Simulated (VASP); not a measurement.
# AlN (I-4m2) in VASP: further runs

The runs below take AlN through single point, with r2SCAN.

Everything below comes from runs of VASP 6.6.1. Logs are shortened: lines on timing, memory, paths and dates and some standing lists are left out, and cuts for length are marked.

### 1 The cell of the first run

The structure is tetragonal, space group I-4m2 (No. 119). The conventional cell has a = 3.261 Å, b = 3.261 Å, c = 3.919 Å, α = 90.00°, β = 90.00°, γ = 90.00°. Within 2.5 Å of Al (site symmetry -4m2) lie 4 N at 1.90 Å. Within 2.5 Å of N (site symmetry -4m2) lie 4 Al at 1.90 Å.

### 2 Single point, r2SCAN

POSCAR

```
AlN
1.0
    0.0000000000      2.3055703484      1.9597347961
    2.3055703484      0.0000000000      1.9597347961
    2.3055703484      2.3055703484      0.0000000000
Al N
1 1
Direct
    0.0000000000      0.0000000000      0.0000000000
    0.7500000000      0.7500000000      0.7500000000
```

INCAR.step1

```
SYSTEM = AlN
  ALGO = Normal
  EDIFF = 1E-4
  ENCUT = 520
  GGA = PE
  ISMEAR = 0
  LASPH = .True.
  LCHARG = .False.
  LREAL = .False.
  LWAVE = .True.
  NBANDS = 11
  NELM = 60
  PREC = Accurate
  SIGMA = 0.05
```

INCAR.step2

```
SYSTEM = AlN
  ALGO = Normal
  EDIFF = 1E-6
  ENCUT = 520
  ISIF = 2
  ISMEAR = 0
  ISTART = 1
  LASPH = .True.
  LCHARG = .False.
  LMIXTAU = .True.
  LREAL = .False.
  LWAVE = .False.
  METAGGA = R2SCAN
  NBANDS = 11
  NELM = 60
  PREC = Accurate
  SIGMA = 0.05
```

KPOINTS

```
k-points
0
Gamma
  10 10 10
  0 0 0
```

Potentials or basis: VASP PAW PBE potentials, release 64 (Al, N).

On the command line:

```sh
> cat potpaw_PBE.64/Al/POTCAR potpaw_PBE.64/N/POTCAR > POTCAR
> cp INCAR.step1 INCAR
> mpirun -np 1 vasp_std > vasp.out
> cp INCAR.step2 INCAR
> mpirun -np 1 vasp_std > vasp.out
```

OUTCAR:

```text
SYSTEM = AlN
   EDIFF = 1E-6
   ENCUT = 520
   ISIF = 2
   ISMEAR = 0
   ISTART = 1
   LASPH = .True.
   LREAL = .False.
   METAGGA = R2SCAN
   NELM = 60
   PREC = Accurate

 ion  position               nearest neighbor table
   1  0.000  0.000  0.000-   2 1.90   2 1.90   2 1.90   2 1.90
   2  0.750  0.750  0.750-   1 1.90   1 1.90   1 1.90   1 1.90

  LATTYP: Found a body centered tetragonal cell.
 ALAT       =     3.2605688557
 C/A-ratio  =     1.2020815280

  Lattice vectors:

 A1 = (   0.0000000000,  -2.3055703484,  -1.9597347961)
 A2 = (   0.0000000000,   2.3055703484,  -1.9597347961)
 A3 = (   2.3055703484,   0.0000000000,   1.9597347961)

Analysis of symmetry for initial positions (statically):
=====================================================================
 Subroutine PRICEL returns:
 Original cell was already a primitive cell.

 Routine SETGRP: Setting up the symmetry group for a
 body centered tetragonal supercell.

 Subroutine GETGRP returns: Found  8 space group operations
 (whereof  8 operations were pure point group operations)
 out of a pool of 16 trial point group operations.

The static configuration has the point symmetry D_2d.

Analysis of symmetry for dynamics (positions and initial velocities):
=====================================================================
 Subroutine PRICEL returns:
 Original cell was already a primitive cell.

 Routine SETGRP: Setting up the symmetry group for a
 body centered tetragonal supercell.

 Subroutine GETGRP returns: Found  8 space group operations
 (whereof  8 operations were pure point group operations)
 out of a pool of 16 trial point group operations.

The dynamic configuration has the point symmetry D_2d.

 Subroutine INISYM returns: Found  8 space group operations
 (whereof  8 operations are pure point group operations),
 and found     1 'primitive' translations

----------------------------------------------------------------------------------------

                                     Primitive cell

  volume of cell :      20.8345

  direct lattice vectors                    reciprocal lattice vectors
     0.000000000  2.305570348  1.959734796    -0.216866078  0.216866078  0.255136563
     2.305570348  0.000000000  1.959734796     0.216866078 -0.216866078  0.255136563
     2.305570348  2.305570348  0.000000000     0.216866078  0.216866078 -0.255136563

  length of vectors
     3.025923843  3.025923843  3.260568856     0.398944179  0.398944179  0.398944179

  position of ions in fractional coordinates (direct lattice)
     0.000000000  0.000000000  0.000000000
     0.750000000  0.750000000  0.750000000

  ion indices of the primitive-cell ions
   primitive index   ion index
                 1           1
                 2           2

----------------------------------------------------------------------------------------

 KPOINTS: k-points

Automatic generation of k-mesh.
 Grid dimensions read from file:
 generate k-points for:   10   10   10

 Generating k-lattice:

  Cartesian coordinates                     Fractional coordinates (reciprocal lattice)
    -0.021686608  0.021686608  0.025513656     0.100000000  0.000000000  0.000000000
     0.021686608 -0.021686608  0.025513656     0.000000000  0.100000000  0.000000000
     0.021686608  0.021686608 -0.025513656    -0.000000000 -0.000000000  0.100000000

  Length of vectors
     0.039894418  0.039894418  0.039894418

  Shift w.r.t. Gamma in fractional coordinates (k-lattice)
     0.000000000  0.000000000  0.000000000

 Subroutine IBZKPT returns following result:
 ===========================================

 Found    102 irreducible k-points:

 Following reciprocal coordinates:
            Coordinates               Weight
  0.000000  0.000000  0.000000      1.000000
  0.100000 -0.000000  0.000000      8.000000
  0.200000 -0.000000  0.000000      8.000000
  0.300000  0.000000  0.000000      8.000000
  0.400000  0.000000  0.000000      8.000000
  0.500000 -0.000000  0.000000      4.000000
[... 16 lines left out ...]
  0.300000  0.300000  0.000000      2.000000
  0.400000  0.300000  0.000000      8.000000
 [... further k-points ...]
   k-points           NKPTS =    102   k-points in BZ     NKDIM =    102   number of bands    NBANDS=     11
   number of dos      NEDOS =    301   number of ions     NIONS =      2
   total plane-waves  NPLWV =  13824
   dimension x,y,z NGX =    24 NGY =   24 NGZ =   24
   dimension x,y,z NGXF=    48 NGYF=   48 NGZF=   48
   ions per type =               1   1
   NGX,Y,Z   is equivalent  to a cutoff of  13.19, 13.19, 12.24 a.u.
   NGXF,Y,Z  is equivalent  to a cutoff of  26.37, 26.37, 24.47 a.u.
 SYSTEM =  AlN
   PREC   = accura    normal or accurate (medium, high low for compatibility)
   ISTART =      1    job   : 0-new  1-cont  2-samecut
   ICHARG =      0    charge: 1-file 2-atom 10-const
   ISPIN  =      1    spin polarized calculation?
   LNONCOLLINEAR =      F non collinear calculations
   LSORBIT =      F    spin-orbit coupling
   LASPH  =      T    aspherical Exc in radial PAW
   ENCUT  =  520.0 eV  38.22 Ry    6.18 a.u.   5.63  5.63  6.06*2*pi/ulx,y,z
   NELM   =     60;   NELMIN=  2; NELMDL=  0     # of ELM steps
   EDIFF  = 0.1E-05   stopping-criterion for ELM
   LREAL  =      F    real-space projection
   EDIFFG = 0.1E-04   stopping-criterion for IOM
   NSW    =      0    number of steps for IOM
   IBRION =     -1    ionic relax: 0-MD 1-quasi-New 2-CG
   NFREE  =      0    steps in history (QN), initial steepest desc. (CG)
   ISIF   =      2    stress and relaxation
   ISYM   =      2    0-nonsym 1-usesym 2-fastsym
   POTIM  = 0.5000    time-step for ionic-motion
   TEBEG  =    0.0;   TEEND  =   0.0 temperature during run
   PSTRESS=    0.0 pullay stress
   NELECT =       8.0000    total number of electrons
   NUPDOWN=      -1.0000    fix difference up-down
   EMIN   =  10.00;   EMAX   =-10.00  energy-range for DOS
   EFERMI =   0.00;   METHOD = LEGACY
   ISMEAR =     0;   SIGMA  =   0.05  broadening in eV -4-tet -1-fermi 0-gaus
   EFERMI_NEDOS =   21; number of points for ismear=-14 and -15
   IALGO  =     38    algorithm
   IMIX   =      4    mixing-type and parameters
     AMIX     =   0.40;   BMIX     =  1.00
     AMIX_MAG =   1.60;   BMIX_MAG =  1.00
  volume/ion in A,a.u.               =      10.42        70.30
  Fermi-wavevector in a.u.,A,eV,Ry     =   1.189899  2.248583 19.263943  1.415860
  Thomas-Fermi vector in A             =   2.325996
   LORBIT       =      0    0 simple, 1 ext, 2 COOP (PROOUT), +10 PAW based schemes
   METAGGA = R2SCAN    functional components
   LHFCALC =     F    Hartree Fock is set to
   AEXX    =    0.0000 exact exchange contribution
   IVDW    =     0    specifies the selected vdW correction
   LEPSILON=     F    determine dielectric tensor
   LRPA    =     F    only Hartree local field effects (RPA)
 non-spin polarized calculation
 Gauss-broadening in eV      SIGMA  =   0.05
  energy-cutoff  :      520.00
  volume of cell :       20.83
 maximum number of plane-waves:       577
   NGX = 11   NGY = 11   NGZ = 13

 number of electron       7.9999999 magnetization

 Free energy of the ion-electron system (eV)
  ---------------------------------------------------
  ext. energy  EPLUGINS =         0.00000000
  ---------------------------------------------------
  free energy    TOTEN  =       -19.05859075 eV

  energy without entropy =      -19.05859075  energy(sigma->0) =      -19.05859075

 E-fermi :   6.3525     XC(G=0): -11.4402

 val. band max:        6.1527706938   @ k =   0.0000   0.0000   0.0000
 cond. band min:       9.4934913097   @ k =   0.5000   0.5000   0.0000
 fundamental gap:      3.3407206159
 Fermi energy:         6.3525326610

 k-point     1 :       0.0000    0.0000    0.0000
  band No.  band energies     occupation
      1      -9.9931      2.00000
      2       5.6386      2.00000
      3       5.6386      2.00000
      4       6.1528      2.00000
      5      10.5854      0.00000
      6      19.2401      0.00000
      7      19.4579      0.00000
      8      19.4579      0.00000
      9      21.6935      0.00000
     10      24.2054      0.00000
     11      24.2054      0.00000

 k-point     2 :       0.1000   -0.0000    0.0000
  band No.  band energies     occupation
      1      -9.8436      2.00000
      2       4.9699      2.00000
      3       5.5317      2.00000
      4       5.9878      2.00000
      5      11.2664      0.00000
      6      18.6430      0.00000
      7      19.2279      0.00000
      8      19.7123      0.00000
      9      21.3325      0.00000
     10      22.7870      0.00000
     11      25.6768      0.00000

 k-point     3 :       0.2000   -0.0000    0.0000
  band No.  band energies     occupation
      1      -9.4191      2.00000
      2       3.3678      2.00000
      3       5.2682      2.00000
      4       5.9107      2.00000
      5      12.4371      0.00000
      6      17.4986      0.00000
      7      18.1962      0.00000
      8      20.3160      0.00000
      9      22.1925      0.00000
     10      22.2273      0.00000
     11      26.8025      0.00000

 k-point     4 :       0.3000    0.0000    0.0000
  band No.  band energies     occupation
      1      -8.8075      2.00000
      2       1.6904      2.00000
      3       4.9694      2.00000
      4       5.8575      2.00000
      5      13.1867      0.00000
      6      16.7611      0.00000
      7      17.1665      0.00000
      8      20.6991      0.00000
      9      22.5274      0.00000
     10      24.1066      0.00000
     11      26.1333      0.00000
[... 239 lines left out ...]
 k-point    22 :      -0.2000    0.2000    0.0000
  band No.  band energies     occupation
      1      -8.7208      2.00000
      2       2.3430      2.00000
      3       4.6343      2.00000
      4       4.9494      2.00000
      5      13.9624      0.00000
      6      15.3568      0.00000
      7      18.0159      0.00000
      8      19.4050      0.00000
      9      21.8678      0.00000
     10      24.2899      0.00000
     11      28.7141      0.00000

 k-point    23 :       0.3000    0.3000    0.0000
  band No.  band energies     occupation
      1      -8.1342      2.00000
      2       2.5180      2.00000
      3       3.8587      2.00000
      4       3.8587      2.00000
      5      12.4814      0.00000
      6      14.9496      0.00000
      7      20.3407      0.00000
      8      20.3407      0.00000
      9      20.8647      0.00000
     10      25.2482      0.00000
     11      29.8240      0.00000

 k-point    24 :       0.4000    0.3000    0.0000
  band No.  band energies     occupation
      1      -7.6469      2.00000
      2       1.8697      2.00000
      3       3.5981      2.00000
      4       3.6681      2.00000
      5      11.7060      0.00000
      6      14.6034      0.00000
      7      20.0571      0.00000
      8      20.3385      0.00000
      9      21.9860      0.00000
     10      26.9084      0.00000
     11      30.2574      0.00000

 [... further k-points ...]
[... 5 lines left out ...]
  --------------------------------------------------------------------------------------
  -------------------------------------------------------------------------------------
  Total       -0.9631517     -0.9631517      0.9498497      0.0000000      0.0000000      0.0000000
  in kB      -74.0664005    -74.0664005     73.0434746      0.0000000      0.0000000      0.0000000
  external PRESSURE =     -25.0297755 kB  Pullay stress =       0.0000000 kB

 VOLUME and BASIS-vectors are now :
 -----------------------------------------------------------------------------
  energy-cutoff  :      520.00
  volume of cell :       20.83
      direct lattice vectors                 reciprocal lattice vectors
     0.000000000  2.305570348  1.959734796    -0.216866078  0.216866078  0.255136563
     2.305570348  0.000000000  1.959734796     0.216866078 -0.216866078  0.255136563
     2.305570348  2.305570348  0.000000000     0.216866078  0.216866078 -0.255136563

 POSITION                                       TOTAL-FORCE (eV/Angst)
 -----------------------------------------------------------------------------------
      0.00000      0.00000      0.00000        -0.000000     -0.000000      0.000000
      3.45836      3.45836      2.93960         0.000000      0.000000     -0.000000
 -----------------------------------------------------------------------------------
    total drift:                               -0.000003     -0.000003      0.000003

  FREE ENERGIE OF THE ION-ELECTRON SYSTEM (eV)
  ---------------------------------------------------
  free  energy   TOTEN  =       -19.0585907494 eV

  energy  without entropy=      -19.0585907494  energy(sigma->0) =      -19.05859075
```

Wall time 63 s (1 thread of AMD EPYC 9R45 (Zen 5), shared host); peak memory 0.12 GiB.

What came out:

```yaml
Free_energy: -19.0586 eV
Pressure: -2.5 GPa
Band_gap_on_the_k_mesh: 3.34 eV, indirect (least direct gap 4.43 eV)
```

Stress tensor (GPa, compression positive):
```
-7.41  0.00  0.00
 0.00 -7.41  0.00
 0.00  0.00  7.30
```

Caveat: the PAW data sets were made with another functional, which shifts forces and pressure a little. A k mesh can miss the band edges.

### 3 Single point, r2SCAN

This run uses another cell than the first one, of the same volume but with other edges.

POSCAR

```
AlN
1.0
    0.0000000000      2.0552166264      2.4662599517
    2.0552166264      0.0000000000      2.4662599517
    2.0552166264      2.0552166264      0.0000000000
Al N
1 1
Direct
    0.0000000000      0.0000000000      0.0000000000
    0.7500000000      0.7500000000      0.7500000000
```

INCAR.step1

```
PREC = Accurate
ENCUT = 520
ISMEAR = 0
SIGMA = 0.05
LREAL = False
LASPH = True
NELM = 60
NBANDS = 11
GGA = PE
ALGO = Normal
EDIFF = 1E-4
LWAVE = True
LCHARG = False
```

INCAR.step2

```
PREC = Accurate
ENCUT = 520
EDIFF = 1E-6
ISMEAR = 0
SIGMA = 0.05
LREAL = False
LASPH = True
NELM = 60
ALGO = Normal
ISIF = 2
LWAVE = False
LCHARG = False
METAGGA = R2SCAN
LMIXTAU = True
NBANDS = 11
ISTART = 1
```

KPOINTS

```
Automatic mesh
0
Gamma
  10 10 10
```

Potentials or basis: VASP PAW PBE potentials, release 64 (Al, N).

On the command line:

```sh
> cat potpaw_PBE.64/Al/POTCAR potpaw_PBE.64/N/POTCAR > POTCAR
> cp INCAR.step1 INCAR
> mpirun -np 1 vasp_std > vasp.out
> cp INCAR.step2 INCAR
> mpirun -np 1 vasp_std > vasp.out
```

Wall time 57 s (1 thread of AMD EPYC 9R45 (Zen 5), shared host); peak memory 0.12 GiB.

It converged, with:

* Free energy: -18.8777 eV
* Pressure: -2.2 GPa
* Band gap on the k mesh: 3.23 eV, indirect (least direct gap 4.18 eV)

Stress tensor (GPa, compression positive):
```
 12.57   0.00   0.00
  0.00  12.57   0.00
  0.00   0.00 -31.80
```

Levels at points of the mesh, in eV from the valence-band top:
```csv
k point,band 1,band 2,band 3,band 4,band 5,band 6,band 7,band 8
"(0.00, 0.00, 0.00)",-16.32,-1.25,-0.13,-0.13,4.04,12.85,12.97,12.97
"(0.50, 0.00, 0.00)",-14.24,-6.46,-1.95,-0.13,6.17,10.28,11.59,13.19
"(0.50, 0.50, 0.00)",-14.20,-6.71,-1.27,-1.27,4.24,10.72,12.31,17.24
"(0.50, 0.00, 0.50)",-13.34,-4.93,-2.86,-2.73,3.23,7.88,13.01,15.18
```

Caveat: the PAW data sets were made with another functional, which shifts forces and pressure a little. A k mesh can miss the band edges.

### 4 Single point, r2SCAN

This run uses another cell than the first one, of the same volume but with other edges.

POSCAR

```
AlN
1.0
    0.0000000000      2.3725742855      1.8506079427
    2.3725742855      0.0000000000      1.8506079427
    2.3725742855      2.3725742855      0.0000000000
Al N
1 1
Direct
    0.0000000000      0.0000000000      0.0000000000
    0.7500000000      0.7500000000      0.7500000000
```

INCAR.step1

```
  PREC = Accurate
  ENCUT = 520
  ISMEAR = 0
  SIGMA = 0.05
  LREAL = F
  LASPH = T
  NELM = 80
  NBANDS = 11
  GGA = PE
  ALGO = Normal
  EDIFF = 1E-4
  LWAVE = T
  LCHARG = F
```

INCAR.step2

```
  PREC = Accurate
  ENCUT = 520
  EDIFF = 1E-7
  ISMEAR = 0
  SIGMA = 0.05
  LREAL = F
  LASPH = T
  NELM = 80
  ALGO = Normal
  ISIF = 2
  LWAVE = F
  LCHARG = F
  METAGGA = R2SCAN
  LMIXTAU = T
  NBANDS = 11
  ISTART = 1
```

KPOINTS is that of step 3.

On the command line:

```sh
> cat potpaw_PBE.64/Al/POTCAR potpaw_PBE.64/N/POTCAR > POTCAR
> cp INCAR.step1 INCAR
> mpirun -np 1 vasp_std > vasp.out
> cp INCAR.step2 INCAR
> mpirun -np 1 vasp_std > vasp.out
```

Run time: 76 s. Hardware: 1 thread of AMD EPYC 9R45 (Zen 5), shared host; peak memory 0.13 GiB.

It converged, with:

| Property | Result |
| --- | --- |
| Free energy | -18.9318 eV |
| Pressure | -5.7 GPa |
| Band gap on the k mesh | 3.34 eV, indirect (least direct gap 4.16 eV) |

Stress tensor (GPa, compression positive):
```
-12.16   0.00   0.00
  0.00 -12.16   0.00
  0.00   0.00   7.23
```

Levels at points of the mesh, in eV from the valence-band top:
```tsv
k point	band 1	band 2	band 3	band 4	band 5	band 6	band 7	band 8
(0.00, 0.00, 0.00)	-16.35	-0.71	-0.71	0.00	4.16	13.03	13.30	13.30
(0.50, 0.00, 0.00)	-14.23	-6.45	-1.93	-0.42	6.29	9.27	10.82	15.36
(0.50, 0.50, 0.00)	-13.08	-3.89	-3.67	-3.67	3.34	6.12	15.01	15.01
(0.50, 0.00, 0.50)	-13.98	-6.34	-1.55	-1.52	4.16	10.15	12.75	13.69
```

Caveat: the PAW data sets were made with another functional, which shifts forces and pressure a little. A k mesh can miss the band edges.

(Part 1 of 2 ends here.)
